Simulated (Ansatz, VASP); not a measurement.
**WS2: VASP beside Ansatz**

```
CELL_PARAMETERS angstrom
3.20458 -0.08598 -0.08598
-1.67675 2.81823 -0.03147
-0.64192 -0.64192 23.92614
ATOMIC_POSITIONS crystal
W 0.33333 0.66667 0.63028
W 0.66667 0.33333 0.36972
S 0.33333 0.66667 0.30289
S 0.66667 0.33333 0.56333
S 0.33333 0.66667 0.43667
S 0.66667 0.33333 0.69711
```

Change from the starting cell: equal engineering shear yz, xz and xy -0.0550, equal normal strain along x, y and z +0.0250.

Alike in both runs: task single point; functional LDA; k mesh 12 × 12 × 2; occupations gaussian, width 0.05 eV; no spin polarisation.

|  | VASP | Ansatz |
| --- | --- | --- |
| version | VASP 6.6.1 | Ansatz 0.2.0 |
| potentials or method | VASP PAW LDA potentials, release 64 (W_sv, S), cutoff 520 eV | scalar-relativistic, plane waves, PAW |
| valence electrons in the cell | 52 | 52 |

```csv
,VASP,Ansatz,Ansatz less VASP
gap on the k mesh at the Fermi level (eV),1.25,1.24,-0.007
least direct gap on the mesh (eV),1.72,1.71,-0.009
rms of the force components (eV/Å),0.721,0.731,+0.0100
```

Ansatz warns that its potentials were made for another functional, while VASP's fit it. LDA's correlation is that of Perdew and Zunger in VASP and of Perdew and Wang (1992) in Ansatz. Atom by atom the forces differ by 0.019 eV/Å (rms over components).

Neither program's run includes spin-orbit coupling.
